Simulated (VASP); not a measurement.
# Re (C2/m) in VASP: notebook, part 2 of 2

VASP 6.6.1. Earlier steps stand in the parts before.

## 3. Single point, PBE (mode 4 frozen in at -0.243 Å and mode 6 at +0.041 Å (largest displacements))

Input file INCAR:

```
PREC = Accurate
ENCUT = 520
EDIFF = 1E-6
ISMEAR = 0
SIGMA = 0.15
LREAL = F
LASPH = T
NELM = 80
ALGO = Fast
ISIF = 2
LWAVE = F
LCHARG = T
GGA = PE
LELF = T
LVHAR = T
NBANDS = 14
```

Input file KPOINTS:

```
regular mesh
0
Gamma
  18 18 10
```

Input file POSCAR:

```
Re
1.0
    2.7748241524      0.0000000000      0.0000000000
   -1.3874120762      2.4030682070      0.0000000000
    0.0000000000      0.0000000000      4.4842238099
Re
2
Direct
    0.3418640941      0.6837281882      0.1958100197
    0.6581359059      0.3162718118      0.8041899803
```

Potentials or basis: VASP PAW PBE potentials, release 64 (Re).

Command:

```bash
> cat potpaw_PBE.64/Re/POTCAR > POTCAR
> mpirun -np 1 vasp_std > vasp.out
```

OUTCAR:

```text
PREC = Accurate
   ENCUT = 520
   EDIFF = 1E-6
   ISMEAR = 0
   LREAL = F
   LASPH = T
   NELM = 80
   ISIF = 2
   GGA = PE

 ion  position               nearest neighbor table
   1  0.342  0.684  0.196-   2 2.32   2 2.41   2 2.41   2 3.12   2 3.19   2 3.19
   2  0.658  0.316  0.804-   1 2.32   1 2.41   1 2.41   1 3.12   1 3.19   1 3.19

  LATTYP: Found a hexagonal cell.
 ALAT       =     2.7748241524
 C/A-ratio  =     1.6160389140

  Lattice vectors:

 A1 = (   2.7748241524,   0.0000000000,   0.0000000000)
 A2 = (  -1.3874120762,   2.4030682070,   0.0000000000)
 A3 = (   0.0000000000,   0.0000000000,   4.4842238099)

Analysis of symmetry for initial positions (statically):
=====================================================================
 Subroutine PRICEL returns:
 Original cell was already a primitive cell.

 Routine SETGRP: Setting up the symmetry group for a
 hexagonal supercell.

 Subroutine GETGRP returns: Found  4 space group operations
 (whereof  4 operations were pure point group operations)
 out of a pool of 24 trial point group operations.

The static configuration has the point symmetry C_2h.

Analysis of symmetry for dynamics (positions and initial velocities):
=====================================================================
 Subroutine PRICEL returns:
 Original cell was already a primitive cell.

 Routine SETGRP: Setting up the symmetry group for a
 hexagonal supercell.

 Subroutine GETGRP returns: Found  4 space group operations
 (whereof  4 operations were pure point group operations)
 out of a pool of 24 trial point group operations.

The dynamic configuration has the point symmetry C_2h.

 Subroutine INISYM returns: Found  4 space group operations
 (whereof  4 operations are pure point group operations),
 and found     1 'primitive' translations

----------------------------------------------------------------------------------------

                                     Primitive cell

[... 120 lines left out ...]
   LRPA    =     F    only Hartree local field effects (RPA)
 non-spin polarized calculation
 RMM-DIIS sequential band-by-band and
 Gauss-broadening in eV      SIGMA  =   0.15
  energy-cutoff  :      520.00
  volume of cell :       29.90
 maximum number of plane-waves:       817
 NGX is ok and might be reduce to    24
   NGX = 11   NGY = 11   NGZ = 17

 number of electron      14.0000001 magnetization

 Free energy of the ion-electron system (eV)
  ---------------------------------------------------
  ext. energy  EPLUGINS =         0.00000000
  ---------------------------------------------------
  free energy    TOTEN  =       -23.39767074 eV

  energy without entropy =      -23.38153615  energy(sigma->0) =      -23.38960345

 E-fermi :   7.8956     XC(G=0): -13.4771

 val. band max:        7.8918042048   @ k =   0.0000   0.3333   0.2000
 cond. band min:       7.8970390127   @ k =   0.3333  -0.2222   0.4000
 fundamental gap:      0.0052348079
 Fermi energy:         7.8955803593

 k-point     1 :       0.0000    0.0000    0.0000
  band No.  band energies     occupation
      1      -1.9871      2.00000
      2       0.5261      2.00000
      3       5.1184      2.00000
      4       5.1449      2.00000
      5       5.1877      2.00000
      6       5.3117      2.00000
      7       6.1743      2.00000
      8       8.8117      0.00000
      9       9.2948      0.00000
     10      10.4325      0.00000
     11      11.6889      0.00000
     12      12.3815      0.00000
     13      14.6706      0.00000
     14      21.3068      0.00000
[... 377 lines left out ...]
      1      -1.1177      2.00000
      2       1.2068      2.00000
      3       3.8908      2.00000
      4       4.7885      2.00000
      5       5.4099      2.00000
      6       6.0027      2.00000
      7       7.0090      2.00000
      8       7.9405      0.67221
      9       8.6362      0.00000
     10       9.2723      0.00000
     11      12.7150      0.00000
     12      14.6386      0.00000
     13      15.3802      0.00000
     14      23.1850      0.00000

 [... further k-points ...]

------------------------ aborting loop because EDIFF is reached ----------------------------------------

  FORCE on cell =-STRESS in cart. coord.  units (eV):
  Direction    XX          YY          ZZ          XY          YZ          ZX
  --------------------------------------------------------------------------------------
  -------------------------------------------------------------------------------------
  Total        5.9581745      7.5405370      9.7770648      0.0000000     -0.8814642      0.0000000
  in kB      319.2529776    404.0396742    523.8780848      0.0000000    -47.2309193      0.0000000
  external PRESSURE =     415.7235789 kB  Pullay stress =       0.0000000 kB

 VOLUME and BASIS-vectors are now :
 -----------------------------------------------------------------------------
  energy-cutoff  :      520.00
  volume of cell :       29.90
      direct lattice vectors                 reciprocal lattice vectors
     2.774824152  0.000000000  0.000000000     0.360383197  0.208067336  0.000000000
    -1.387412076  2.403068207  0.000000000     0.000000000  0.416134672  0.000000000
     0.000000000  0.000000000  4.484223810     0.000000000  0.000000000  0.223004034

 POSITION                                       TOTAL-FORCE (eV/Angst)
 -----------------------------------------------------------------------------------
      0.00000      1.64305      0.87806        -0.000000     -0.715322      7.920123
      1.38741      0.76002      3.60617         0.000000      0.715322     -7.920123
 -----------------------------------------------------------------------------------
    total drift:                               -0.000000      0.000000     -0.000000

  FREE ENERGIE OF THE ION-ELECTRON SYSTEM (eV)
  ---------------------------------------------------
  free  energy   TOTEN  =       -23.3976707444 eV

  energy  without entropy=      -23.3815361464  energy(sigma->0) =      -23.38960345
```

OSZICAR:

```text
N       E                     dE             d eps       ncg     rms          rms(c)
DAV:   1     0.231552381658E+02    0.23155E+02   -0.68126E+03 48440   0.125E+03
DAV:   2    -0.235546304119E+02   -0.46710E+02   -0.41238E+02 39422   0.284E+02
DAV:   3    -0.246209598321E+02   -0.10663E+01   -0.10441E+01 37794   0.448E+01
DAV:   4    -0.246322580202E+02   -0.11298E-01   -0.11290E-01 37402   0.332E+00
DAV:   5    -0.246325087845E+02   -0.25076E-03   -0.25074E-03 37326   0.863E-01    0.495E+01
RMM:   6    -0.236824918528E+02    0.95002E+00   -0.17467E-01 28352   0.168E+01    0.223E+01
RMM:   7    -0.234220050488E+02    0.26049E+00   -0.25842E+00 36496   0.202E+01    0.933E-01
RMM:   8    -0.234071057893E+02    0.14899E-01   -0.92008E-02 35935   0.446E+00    0.906E-01
RMM:   9    -0.234002393182E+02    0.68665E-02   -0.16497E-02 36137   0.146E+00    0.347E-01
RMM:  10    -0.233975143430E+02    0.27250E-02   -0.38544E-03 30658   0.140E+00    0.222E-01
RMM:  11    -0.233976564207E+02   -0.14208E-03   -0.45632E-03 37219   0.560E-01    0.303E-02
RMM:  12    -0.233976737163E+02   -0.17296E-04   -0.22293E-04 36908   0.119E-01    0.338E-02
RMM:  13    -0.233976706707E+02    0.30457E-05   -0.15086E-05 31208   0.455E-02    0.143E-02
RMM:  14    -0.233976707444E+02   -0.73746E-07   -0.77957E-06 26452   0.488E-02
   1 F= -.23397671E+02 E0= -.23389603E+02  d E =-.161346E-01
```

stdout:

```text
POSCAR found type information on POSCAR Re
 POSCAR found :  1 types and       2 ions
 scaLAPACK will be used
 LDA part: xc-table for (Slater+PW92), standard interpolation
 POSCAR, INCAR and KPOINTS ok, starting setup
 FFT: planning ... GRIDC
 FFT: planning ... GRID_SOFT
 FFT: planning ... GRID
 WAVECAR not read
 entering main loop
```

Run time: 3.5 min. Hardware: 1 thread of Intel Xeon Platinum 8488C (Sapphire Rapids), shared host; peak memory 0.42 GiB.

What came out:

* Free energy: -23.3977 eV
* Pressure: 41.6 GPa
* Largest force: 7.952 eV/Å
* Band gap on the k mesh: zero (band 7 reaches 9.54 eV, above the bottom of band 8 at 6.78 eV)

Forces on the atoms (eV/Å):
```
Re   0.000 -0.715  7.920
Re   0.000  0.715 -7.920
```

Levels at points of the mesh, in eV from the Fermi level:
```csv
k point,band 3,band 4,band 5,band 6,band 7,band 8,band 9,band 10,band 11,band 12
"(0.00, 0.00, 0.00)",-2.78,-2.75,-2.71,-2.58,-1.72,0.92,1.40,2.54,3.79,4.49
"(0.50, 0.00, 0.00)",-5.32,-2.95,-1.58,-1.15,0.23,3.34,3.59,5.19,5.60,7.11
"(0.00, 0.50, 0.00)",-5.04,-2.76,-1.81,-1.45,-0.14,3.02,3.85,5.12,6.00,6.70
"(0.00, 0.00, 0.50)",-4.22,-2.94,-2.86,-2.86,-2.78,0.70,1.67,2.28,3.96,4.23
"(0.50, 0.00, 0.50)",-5.38,-2.77,-1.97,0.88,1.14,2.24,2.47,3.42,4.53,5.94
"(0.00, 0.50, 0.50)",-5.31,-2.53,-2.04,0.85,1.40,2.26,2.54,3.12,4.62,5.28
```

Caveat: the cell differs from its parent crystal (mode 4 frozen in at -0.243 Å and mode 6 at +0.041 Å (largest displacements)); spin-orbit coupling is left out, which moves the levels of the heavy elements; forces of over 1 eV/Å act on the atoms, so gaps and moduli don't describe the material at rest.
